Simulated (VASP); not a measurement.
# Si (I-42m) in VASP: single point with PBE

Aim: the single point of Si with PBE.

Program: VASP 6.6.1. These are calculated values, not measurements. Logs are shortened: lines on timing, memory, paths and dates and some standing lists are left out, and cuts for length are marked.

## Step 1: The cell of the first run

It takes space group I-42m (No. 121, tetragonal). The conventional cell has a = 6.691 Å, b = 6.691 Å, c = 3.861 Å, α = 90.00°, β = 90.00°, γ = 90.00°. Within 3.1 Å of Si (site symmetry m) lie 4 Si at 2.36 to 2.40 Å. Within 3.1 Å of Si (site symmetry m) lie 4 Si at 2.36 to 2.40 Å.

## Step 2: Single point, PBE (atoms displaced along a vibrational mode)

The input, INCAR:

```
PREC = Accurate ; ENCUT = 520
EDIFF = 1E-6 ; ISMEAR = 0
SIGMA = 0.05 ; LREAL = False
LASPH = True ; NELM = 80
ALGO = Normal ; ISIF = 2
LWAVE = False ; LCHARG = False
GGA = PE ; NBANDS = 26
```

The input, KPOINTS:

```
Automatic mesh
0
Gamma
  10 10 4
```

The input, POSCAR:

```
Si
1.0
    0.0000000000      0.0000000000      3.8608359371
    3.3455832253     -3.3455832253     -1.9304179686
    6.6911664507      6.6911664507      0.0000000000
Si
8
Direct
   -0.0270407761      0.0000000000      0.1786105076
    0.4729592239      0.0000000000      0.6786105076
    0.4729592239      0.0000000000      0.3213894924
   -0.0270407761      0.0000000000      0.8213894924
    0.8484302684      0.6427789847      0.0000000000
    0.3484302684      0.6427789847      0.5000000000
    0.2056512837      0.3572210153      0.0000000000
    0.7056512837      0.3572210153      0.5000000000
```

Potentials or basis: VASP PAW PBE potentials, release 64 (Si).

Launch:

```bash
$ cat potpaw_PBE.64/Si/POTCAR > POTCAR
$ mpirun -np 1 vasp_std > vasp.out
```

OUTCAR:

```text
PREC = Accurate
   ENCUT = 520
   EDIFF = 1E-6
   ISMEAR = 0
   LREAL = False
   LASPH = True
   NELM = 80
   ISIF = 2
   GGA = PE

 ion  position               nearest neighbor table
   1  0.973  0.000  0.179-   3 2.36   3 2.36   7 2.40   5 2.40
   2  0.473  0.000  0.679-   4 2.36   4 2.36   8 2.40   6 2.40
   3  0.473  0.000  0.321-   1 2.36   1 2.36   8 2.40   6 2.40
   4  0.973  0.000  0.821-   2 2.36   2 2.36   7 2.40   5 2.40
   5  0.848  0.643  0.000-   7 2.36   7 2.36   1 2.40   4 2.40
   6  0.348  0.643  0.500-   8 2.36   8 2.36   2 2.40   3 2.40
   7  0.206  0.357  0.000-   5 2.36   5 2.36   4 2.40   1 2.40
   8  0.706  0.357  0.500-   6 2.36   6 2.36   3 2.40   2 2.40

  LATTYP: Found a base centered orthorhombic cell.
 ALAT       =     3.8608359371
 B/A-ratio  =     2.4509558284
 C/A-ratio  =     2.4509558284

  Lattice vectors:

 A1 = (  -3.3455832253,   3.3455832253,   1.9304179686)
 A2 = (   3.3455832253,  -3.3455832253,   1.9304179685)
 A3 = (   6.6911664507,   6.6911664507,   0.0000000000)

Analysis of symmetry for initial positions (statically):
=====================================================================
 Subroutine PRICEL returns following result:

  LATTYP: Found a body centered tetragonal cell.
 ALAT       =     6.6911664506
 C/A-ratio  =     0.5770049162

  Lattice vectors:

 A1 = (  -3.3455832253,   3.3455832253,  -1.9304179685)
 A2 = (   3.3455832253,  -3.3455832253,  -1.9304179686)
 A3 = (  -3.3455832254,  -3.3455832254,   1.9304179686)

   2 primitive cells build up your supercell.

 Routine SETGRP: Setting up the symmetry group for a
 base centered orthorhombic supercell.

 Subroutine GETGRP returns: Found  4 space group operations
 (whereof  4 operations were pure point group operations)
 out of a pool of  8 trial point group operations.

The static configuration has the point symmetry C_2v.

Analysis of symmetry for dynamics (positions and initial velocities):
=====================================================================
 Subroutine PRICEL returns following result:

  LATTYP: Found a body centered tetragonal cell.
 ALAT       =     6.6911664506
[... 120 lines left out ...]
   NELM   =     80;   NELMIN=  2; NELMDL= -5     # of ELM steps
   EDIFF  = 0.1E-05   stopping-criterion for ELM
   LREAL  =      F    real-space projection
   EDIFFG = 0.1E-04   stopping-criterion for IOM
   NSW    =      0    number of steps for IOM
   IBRION =     -1    ionic relax: 0-MD 1-quasi-New 2-CG
   NFREE  =      0    steps in history (QN), initial steepest desc. (CG)
   ISIF   =      2    stress and relaxation
   ISYM   =      2    0-nonsym 1-usesym 2-fastsym
   POTIM  = 0.5000    time-step for ionic-motion
   TEBEG  =    0.0;   TEEND  =   0.0 temperature during run
   PSTRESS=    0.0 pullay stress
   NELECT =      32.0000    total number of electrons
   NUPDOWN=      -1.0000    fix difference up-down
   EMIN   =  10.00;   EMAX   =-10.00  energy-range for DOS
   EFERMI =   0.00;   METHOD = LEGACY
   ISMEAR =     0;   SIGMA  =   0.05  broadening in eV -4-tet -1-fermi 0-gaus
   EFERMI_NEDOS =   21; number of points for ismear=-14 and -15
   IALGO  =     38    algorithm
   IMIX   =      4    mixing-type and parameters
     AMIX     =   0.40;   BMIX     =  1.00
     AMIX_MAG =   1.60;   BMIX_MAG =  1.00
  volume/ion in A,a.u.               =      21.61       145.81
  Fermi-wavevector in a.u.,A,eV,Ry     =   0.933032  1.763175 11.844531  0.870548
  Thomas-Fermi vector in A             =   2.059691
   LORBIT       =      0    0 simple, 1 ext, 2 COOP (PROOUT), +10 PAW based schemes
   GGA     = PE    functional components
   LHFCALC =     F    Hartree Fock is set to
   AEXX    =    0.0000 exact exchange contribution
   IVDW    =     0    specifies the selected vdW correction
   LEPSILON=     F    determine dielectric tensor
   LRPA    =     F    only Hartree local field effects (RPA)
 non-spin polarized calculation
 Gauss-broadening in eV      SIGMA  =   0.05
  energy-cutoff  :      520.00
  volume of cell :      172.86
 maximum number of plane-waves:      4690
 NGX is ok and might be reduce to    30
   NGX = 15   NGY = 19   NGZ = 35

 number of electron      32.0000001 magnetization

 Free energy of the ion-electron system (eV)
  ---------------------------------------------------
  ext. energy  EPLUGINS =         0.00000000
  ---------------------------------------------------
  free energy    TOTEN  =       -42.49029969 eV

  energy without entropy =      -42.49029950  energy(sigma->0) =      -42.49029959

 E-fermi :   5.4546     XC(G=0):  -9.0301

 val. band max:        5.3192868284   @ k =   0.0000   0.5000   0.0000
 cond. band min:       5.5972948036   @ k =   0.5000   0.2000   0.0000
 fundamental gap:      0.2780079752
 Fermi energy:         5.4546131231

 k-point     1 :       0.0000    0.0000    0.0000
  band No.  band energies     occupation
      1      -6.6346      2.00000
      2      -5.6390      2.00000
      3      -4.7344      2.00000
      4      -2.5043      2.00000
      5      -0.2177      2.00000
      6      -0.2177      2.00000
[... 685 lines left out ...]
     25       9.4099      0.00000
     26       9.7863      0.00000

 [... further k-points ...]

------------------------ aborting loop because EDIFF is reached ----------------------------------------

  FORCE on cell =-STRESS in cart. coord.  units (eV):
  Direction    XX          YY          ZZ          XY          YZ          ZX
  --------------------------------------------------------------------------------------
  -------------------------------------------------------------------------------------
  Total       -0.5474134     -0.5474134     -0.2644641      0.0007160     -0.0000000      0.0000000
  in kB       -5.0738894     -5.0738894     -2.4512765      0.0066364     -0.0000000      0.0000000
  external PRESSURE =      -4.1996851 kB  Pullay stress =       0.0000000 kB

 VOLUME and BASIS-vectors are now :
 -----------------------------------------------------------------------------
  energy-cutoff  :      520.00
  volume of cell :      172.86
      direct lattice vectors                 reciprocal lattice vectors
     0.000000000  0.000000000  3.860835937     0.074725387 -0.074725387  0.259011265
     3.345583225 -3.345583225 -1.930417969     0.149450773 -0.149450773  0.000000000
     6.691166451  6.691166451  0.000000000     0.074725387  0.074725387  0.000000000

 POSITION                                       TOTAL-FORCE (eV/Angst)
 -----------------------------------------------------------------------------------
      1.19511      1.19511      3.75644        -0.062017     -0.062017      0.247376
      4.54070      4.54070      1.82602        -0.062017     -0.062017      0.247376
      2.15047      2.15047      1.82602         0.062017      0.062017      0.247376
      5.49605      5.49605      3.75644         0.062017      0.062017      0.247376
      2.15047     -2.15047      2.03482         0.061997     -0.061997     -0.247376
      5.49605      1.19511      0.10440         0.061997     -0.061997     -0.247376
      1.19511     -1.19511      0.10440        -0.061997      0.061997     -0.247376
      4.54070      2.15047      2.03482        -0.061997      0.061997     -0.247376
 -----------------------------------------------------------------------------------
    total drift:                                0.000000     -0.000000     -0.000058

  FREE ENERGIE OF THE ION-ELECTRON SYSTEM (eV)
  ---------------------------------------------------
  free  energy   TOTEN  =       -42.4902996907 eV

  energy  without entropy=      -42.4902994991  energy(sigma->0) =      -42.49029959
```

OSZICAR:

```text
N       E                     dE             d eps       ncg     rms          rms(c)
DAV:   1     0.673494353738E+02    0.67349E+02   -0.11851E+04  4836   0.100E+03
DAV:   2    -0.377686381610E+02   -0.10512E+03   -0.96829E+02  6132   0.145E+02
DAV:   3    -0.431931095685E+02   -0.54245E+01   -0.53315E+01  6386   0.302E+01
DAV:   4    -0.432954307790E+02   -0.10232E+00   -0.10200E+00  6148   0.520E+00
DAV:   5    -0.432981647059E+02   -0.27339E-02   -0.27319E-02  6282   0.806E-01    0.937E+00
DAV:   6    -0.427250617135E+02    0.57310E+00   -0.33835E-01  5488   0.218E+00    0.568E+00
DAV:   7    -0.424838708153E+02    0.24119E+00   -0.63389E-01  5538   0.303E+00    0.434E-01
DAV:   8    -0.424879798449E+02   -0.41090E-02   -0.55875E-02  5478   0.103E+00    0.234E-01
DAV:   9    -0.424898649289E+02   -0.18851E-02   -0.36167E-03  6132   0.287E-01    0.130E-01
DAV:  10    -0.424901719078E+02   -0.30698E-03   -0.75107E-04  5414   0.111E-01    0.461E-02
DAV:  11    -0.424902941987E+02   -0.12229E-03   -0.19462E-04  5660   0.650E-02    0.126E-02
DAV:  12    -0.424902995751E+02   -0.53763E-05   -0.65240E-06  6178   0.120E-02    0.374E-03
DAV:  13    -0.424902996907E+02   -0.11565E-06   -0.18651E-06  5026   0.578E-03
   1 F= -.42490300E+02 E0= -.42490300E+02  d E =-.191631E-06
```

stdout:

```text
POSCAR found type information on POSCAR Si
 POSCAR found :  1 types and       8 ions
 scaLAPACK will be used
 LDA part: xc-table for (Slater+PW92), standard interpolation
 POSCAR, INCAR and KPOINTS ok, starting setup
 FFT: planning ... GRIDC
 FFT: planning ... GRID_SOFT
 FFT: planning ... GRID
 WAVECAR not read
 entering main loop
```

Wall time 3.6 min (1 thread of Intel Xeon 6975P-C (Granite Rapids), shared host); peak memory 0.45 GiB.

What came out:

| Property | Result |
| --- | --- |
| Free energy | -42.4903 eV |
| Pressure | -0.4 GPa |
| Largest force | 0.262 eV/Å |
| Band gap on the k mesh | 0.28 eV |

Forces on the atoms (eV/Å):
```
Si  -0.062 -0.062  0.247
Si  -0.062 -0.062  0.247
Si   0.062  0.062  0.247
Si   0.062  0.062  0.247
Si   0.062 -0.062 -0.247
Si   0.062 -0.062 -0.247
Si  -0.062  0.062 -0.247
Si  -0.062  0.062 -0.247
```

Caveat: the cell differs from its parent crystal (atoms displaced along a vibrational mode). A k mesh can miss the band edges.
